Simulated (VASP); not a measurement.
# Bi (Im-3m) in VASP: notebook

The runs below take Bi through single point, with LDA, r2SCAN.

All numbers are computed with VASP 6.6.1; they aren't measurements. Logs are shortened: lines on timing, memory, paths and dates and some standing lists are left out, and cuts for length are marked.

### Step 1. The cell of the first run

It takes space group Im-3m (No. 229, cubic). Conventional cell: a = 3.963 Å, b = 3.963 Å, c = 3.963 Å, α = 90.00°, β = 90.00°, γ = 90.00°. Bi (site symmetry m-3m) has 14 Bi at 3.43 to 3.96 Å within 4.5 Å.

### Step 2. Single point, LDA

Contents of INCAR:

```
SYSTEM = Bi
  PREC = Accurate
  ENCUT = 520
  EDIFF = 1E-7
  ISMEAR = 0
  SIGMA = 0.05
  LREAL = .FALSE.
  LASPH = .TRUE.
  NELM = 60
  ALGO = Normal
  ISIF = 2
  LWAVE = .FALSE.
  LCHARG = .FALSE.
  NBANDS = 14
```

Contents of KPOINTS:

```
regular mesh
0
G
  12 12 12
  0 0 0
```

Contents of POSCAR:

```
Bi
1.0
   -1.9814305318      1.9814305318      1.9814305318
    1.9814305318     -1.9814305318      1.9814305318
    1.9814305318      1.9814305318     -1.9814305318
Bi
1
Direct
    0.0000000000      0.0000000000      0.0000000000
```

Potentials or basis: VASP PAW LDA potentials, release 64 (Bi_d).

Started as:

```sh
> cat potpaw_LDA.64/Bi_d/POTCAR > POTCAR
> mpirun -np 1 vasp_std > vasp.out
```

OUTCAR:

```text
SYSTEM = Bi
   PREC = Accurate
   ENCUT = 520
   EDIFF = 1E-7
   ISMEAR = 0
   LREAL = .FALSE.
   LASPH = .TRUE.
   NELM = 60
   ISIF = 2

 ion  position               nearest neighbor table
   1  0.000  0.000  0.000-

  LATTYP: Found a body centered cubic cell.
 ALAT       =     3.9628610636

  Lattice vectors:

 A1 = (  -1.9814305318,   1.9814305318,   1.9814305318)
 A2 = (   1.9814305318,  -1.9814305318,   1.9814305318)
 A3 = (   1.9814305318,   1.9814305318,  -1.9814305318)

Analysis of symmetry for initial positions (statically):
=====================================================================
 Subroutine PRICEL returns:
 Original cell was already a primitive cell.

 Routine SETGRP: Setting up the symmetry group for a
 body centered cubic supercell.

 Subroutine GETGRP returns: Found 48 space group operations
 (whereof 48 operations were pure point group operations)
 out of a pool of 48 trial point group operations.

The static configuration has the point symmetry O_h .

Analysis of symmetry for dynamics (positions and initial velocities):
=====================================================================
 Subroutine PRICEL returns:
 Original cell was already a primitive cell.

 Routine SETGRP: Setting up the symmetry group for a
 body centered cubic supercell.

 Subroutine GETGRP returns: Found 48 space group operations
 (whereof 48 operations were pure point group operations)
 out of a pool of 48 trial point group operations.

The dynamic configuration has the point symmetry O_h .

 Subroutine INISYM returns: Found 48 space group operations
 (whereof 48 operations are pure point group operations),
 and found     1 'primitive' translations

----------------------------------------------------------------------------------------

                                     Primitive cell

  volume of cell :      31.1169

  direct lattice vectors                    reciprocal lattice vectors
    -1.981430532  1.981430532  1.981430532     0.000000000  0.252342937  0.252342937
     1.981430532 -1.981430532  1.981430532     0.252342937  0.000000000  0.252342937
     1.981430532  1.981430532 -1.981430532     0.252342937  0.252342937  0.000000000

  length of vectors
     3.431938353  3.431938353  3.431938353     0.356866804  0.356866804  0.356866804

  position of ions in fractional coordinates (direct lattice)
     0.000000000  0.000000000  0.000000000

  ion indices of the primitive-cell ions
   primitive index   ion index
                 1           1

----------------------------------------------------------------------------------------

 KPOINTS: regular mesh

Automatic generation of k-mesh.
 Grid dimensions read from file:
 generate k-points for:   12   12   12

 Generating k-lattice:

  Cartesian coordinates                     Fractional coordinates (reciprocal lattice)
     0.000000000  0.021028578  0.021028578     0.083333333  0.000000000  0.000000000
     0.021028578  0.000000000  0.021028578     0.000000000  0.083333333  0.000000000
     0.021028578  0.021028578  0.000000000     0.000000000  0.000000000  0.083333333

  Length of vectors
     0.029738900  0.029738900  0.029738900

  Shift w.r.t. Gamma in fractional coordinates (k-lattice)
     0.000000000  0.000000000  0.000000000

 Subroutine IBZKPT returns following result:
 ===========================================

 Found     72 irreducible k-points:

 Following reciprocal coordinates:
            Coordinates               Weight
  0.000000  0.000000  0.000000      1.000000
  0.083333  0.000000  0.000000     12.000000
  0.166667  0.000000  0.000000     12.000000
  0.250000  0.000000  0.000000     12.000000
  0.333333  0.000000  0.000000     12.000000
  0.416667  0.000000  0.000000     12.000000
[... 16 lines left out ...]
  0.333333  0.083333  0.083333     24.000000
  0.416667  0.083333  0.083333     12.000000
 [... further k-points ...]
   k-points           NKPTS =     72   k-points in BZ     NKDIM =     72   number of bands    NBANDS=     14
   number of dos      NEDOS =    301   number of ions     NIONS =      1
   total plane-waves  NPLWV =  21952
   dimension x,y,z NGX =    28 NGY =   28 NGZ =   28
   dimension x,y,z NGXF=    56 NGYF=   56 NGZF=   56
   ions per type =               1
   NGX,Y,Z   is equivalent  to a cutoff of  13.56, 13.56, 13.56 a.u.
   NGXF,Y,Z  is equivalent  to a cutoff of  27.13, 27.13, 27.13 a.u.
 SYSTEM =  Bi
   PREC   = accura    normal or accurate (medium, high low for compatibility)
   ISTART =      0    job   : 0-new  1-cont  2-samecut
   ICHARG =      2    charge: 1-file 2-atom 10-const
   ISPIN  =      1    spin polarized calculation?
   LNONCOLLINEAR =      F non collinear calculations
   LSORBIT =      F    spin-orbit coupling
   LASPH  =      T    aspherical Exc in radial PAW
   ENCUT  =  520.0 eV  38.22 Ry    6.18 a.u.   6.38  6.38  6.38*2*pi/ulx,y,z
   NELM   =     60;   NELMIN=  2; NELMDL= -5     # of ELM steps
   EDIFF  = 0.1E-06   stopping-criterion for ELM
   LREAL  =      F    real-space projection
   EDIFFG = 0.1E-05   stopping-criterion for IOM
   NSW    =      0    number of steps for IOM
   IBRION =     -1    ionic relax: 0-MD 1-quasi-New 2-CG
   NFREE  =      0    steps in history (QN), initial steepest desc. (CG)
   ISIF   =      2    stress and relaxation
   ISYM   =      2    0-nonsym 1-usesym 2-fastsym
   POTIM  = 0.5000    time-step for ionic-motion
   TEBEG  =    0.0;   TEEND  =   0.0 temperature during run
   PSTRESS=    0.0 pullay stress
   NELECT =      15.0000    total number of electrons
   NUPDOWN=      -1.0000    fix difference up-down
   EMIN   =  10.00;   EMAX   =-10.00  energy-range for DOS
   EFERMI =   0.00;   METHOD = LEGACY
   ISMEAR =     0;   SIGMA  =   0.05  broadening in eV -4-tet -1-fermi 0-gaus
   EFERMI_NEDOS =   21; number of points for ismear=-14 and -15
   IALGO  =     38    algorithm
   IMIX   =      4    mixing-type and parameters
     AMIX     =   0.40;   BMIX     =  1.00
     AMIX_MAG =   1.60;   BMIX_MAG =  1.00
  volume/ion in A,a.u.               =      31.12       209.99
  Fermi-wavevector in a.u.,A,eV,Ry     =   1.283630  2.425708 22.418388  1.647705
  Thomas-Fermi vector in A             =   2.415871
   LORBIT       =      0    0 simple, 1 ext, 2 COOP (PROOUT), +10 PAW based schemes
   GGA     = CA    functional components
   LHFCALC =     F    Hartree Fock is set to
   AEXX    =    0.0000 exact exchange contribution
   IVDW    =     0    specifies the selected vdW correction
   LEPSILON=     F    determine dielectric tensor
   LRPA    =     F    only Hartree local field effects (RPA)
 non-spin polarized calculation
 Gauss-broadening in eV      SIGMA  =   0.05
  energy-cutoff  :      520.00
  volume of cell :       31.12
 maximum number of plane-waves:       887
 NGX is ok and might be reduce to    28
   NGX = 13   NGY = 13   NGZ = 13

 number of electron      14.9999994 magnetization

 Free energy of the ion-electron system (eV)
  ---------------------------------------------------
  ext. energy  EPLUGINS =         0.00000000
  ---------------------------------------------------
  free energy    TOTEN  =        -4.45481382 eV

  energy without entropy =       -4.45354669  energy(sigma->0) =       -4.45418026

 E-fermi :   7.7417     XC(G=0): -10.5320

 val. band max:        7.7324441290   @ k =  -0.4167   0.5000   0.0833
 cond. band min:       7.7699206009   @ k =  -0.3333   0.3333   0.2500
 fundamental gap:      0.0374764720
 Fermi energy:         7.7417325468

 k-point     1 :       0.0000    0.0000    0.0000
  band No.  band energies     occupation
      1     -15.3041      2.00000
      2     -15.3041      2.00000
      3     -15.3041      2.00000
      4     -15.1728      2.00000
      5     -15.1728      2.00000
      6      -5.8615      2.00000
      7      12.7179      0.00000
      8      12.7179      0.00000
      9      12.7179      0.00000
     10      16.9000      0.00000
     11      18.1953      0.00000
     12      18.1953      0.00000
     13      18.1953      0.00000
     14      19.3903      0.00000

 k-point     2 :       0.0833    0.0000    0.0000
  band No.  band energies     occupation
      1     -15.3067      2.00000
      2     -15.2994      2.00000
      3     -15.2900      2.00000
      4     -15.1759      2.00000
      5     -15.1732      2.00000
      6      -5.7352      2.00000
      7      11.4644      0.00000
      8      12.3401      0.00000
      9      12.6061      0.00000
     10      16.9700      0.00000
     11      17.5666      0.00000
     12      17.9687      0.00000
     13      18.0064      0.00000
     14      19.9287      0.00000

 k-point     3 :       0.1667    0.0000    0.0000
  band No.  band energies     occupation
      1     -15.3141      2.00000
      2     -15.2880      2.00000
      3     -15.2516      2.00000
      4     -15.1834      2.00000
      5     -15.1747      2.00000
      6      -5.3609      2.00000
      7       9.2010      0.00000
      8      11.4970      0.00000
      9      12.2933      0.00000
     10      15.7472      0.00000
     11      16.7627      0.00000
     12      17.9224      0.00000
     13      19.1478      0.00000
     14      21.2520      0.00000
[... 324 lines left out ...]
 k-point    23 :       0.3333    0.0833    0.0833
  band No.  band energies     occupation
      1     -15.3289      2.00000
      2     -15.2698      2.00000
      3     -15.1832      2.00000
      4     -15.1799      2.00000
      5     -15.1198      2.00000
      6      -3.0535      2.00000
      7       3.4901      2.00000
      8       7.9970      0.00000
      9       9.6879      0.00000
     10      15.8916      0.00000
     11      17.2377      0.00000
     12      20.0747      0.00000
     13      21.2110      0.00000
     14      24.4891      0.00000

 k-point    24 :       0.4167    0.0833    0.0833
  band No.  band energies     occupation
      1     -15.3310      2.00000
      2     -15.2684      2.00000
      3     -15.1801      2.00000
      4     -15.1798      2.00000
      5     -15.1114      2.00000
      6      -2.7101      2.00000
      7       2.9245      2.00000
      8       7.7897      0.17525
      9       9.5769      0.00000
     10      15.7806      0.00000
     11      17.1829      0.00000
     12      20.4717      0.00000
     13      21.5652      0.00000
     14      24.1935      0.00000

 [... further k-points ...]
[... 5 lines left out ...]
  --------------------------------------------------------------------------------------
  -------------------------------------------------------------------------------------
  Total       -0.6688039     -0.6688039     -0.6688039      0.0000000      0.0000000     -0.0000000
  in kB      -34.4360111    -34.4360111    -34.4360111      0.0000000      0.0000000     -0.0000000
  external PRESSURE =     -34.4360111 kB  Pullay stress =       0.0000000 kB

 VOLUME and BASIS-vectors are now :
 -----------------------------------------------------------------------------
  energy-cutoff  :      520.00
  volume of cell :       31.12
      direct lattice vectors                 reciprocal lattice vectors
    -1.981430532  1.981430532  1.981430532     0.000000000  0.252342937  0.252342937
     1.981430532 -1.981430532  1.981430532     0.252342937  0.000000000  0.252342937
     1.981430532  1.981430532 -1.981430532     0.252342937  0.252342937  0.000000000

 POSITION                                       TOTAL-FORCE (eV/Angst)
 -----------------------------------------------------------------------------------
      0.00000      0.00000      0.00000         0.000000      0.000000     -0.000000
 -----------------------------------------------------------------------------------
    total drift:                               -0.000000     -0.000000     -0.000000

  FREE ENERGIE OF THE ION-ELECTRON SYSTEM (eV)
  ---------------------------------------------------
  free  energy   TOTEN  =        -4.4548138248 eV

  energy  without entropy=       -4.4535466881  energy(sigma->0) =       -4.45418026
```

Wall time 18 s (1 thread of Intel Xeon Platinum 8375C at 2.90GHz (Ice Lake), shared host); peak memory 0.15 GiB.

What came out:

```yaml
Free_energy: -4.4548 eV
Pressure: -3.4 GPa
```

Levels at points of the mesh, in eV from the Fermi level:
```
           k point  band 3  band 4  band 5  band 6  band 7  band 8  band 9  band 10  band 11  band 12
(0.00, 0.00, 0.00)  -23.05  -22.91  -22.91  -13.60    4.98    4.98    4.98     9.16    10.45    10.45
(0.50, 0.00, 0.00)  -22.92  -22.92  -22.83  -10.57   -5.13    1.46    3.35     5.97     7.56    12.33
(0.50, 0.50, 0.50)  -22.85  -22.85  -22.85   -8.47   -1.89   -1.89   -1.89     3.53     3.53    15.26
```

Caveat: spin-orbit coupling is left out, which moves the levels of the heavy elements.

(Continued in part 2 of 2.)
